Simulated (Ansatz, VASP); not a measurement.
**Zr2O in VASP and in Ansatz**

```
Zr O
1.0
     4.87229    0.00000    0.00000
     0.00000    4.87229    0.00000
     0.00000    0.00000    4.94430
Zr O
4 2
Cartesian
  1.2181 1.2181 3.7082
  3.6542 1.2181 1.2361
  1.2181 3.6542 1.2361
  3.6542 3.6542 3.7082
  0.0000 0.0000 0.0000
  2.4361 2.4361 2.4721
```

Change from the starting cell: strain +0.015 along x and y, +0.030 along z, atoms carried along.

Alike in both runs: task single point; functional PBEsol; k mesh 10 × 10 × 10; occupations gaussian, width 0.15 eV; no spin polarisation.

|  | VASP | Ansatz |
| --- | --- | --- |
| version | VASP 6.6.1 | Ansatz 0.2.0 |
| potentials or method | VASP PAW PBE potentials, release 64 (Zr_sv, O), cutoff 520 eV | scalar-relativistic, plane waves, PAW |
| valence electrons in the cell | 60 | 60 |

|  | VASP | Ansatz | Ansatz less VASP |
| --- | --- | --- | --- |
| gap on the k mesh at the Fermi level (eV) | none | none | - |
| pressure (GPa) | -7.3 | -7.5 | -0.19 |
| traceless stress, the component that is largest in VASP (GPa) | -0.57 | -0.57 | -0.005 |

VASP's potentials were made for PBE, not for PBEsol. A gap of «none» marks a metal or a gap that the smearing closes. With one functional, cell and mesh, what is left measures potentials, basis and numerics.
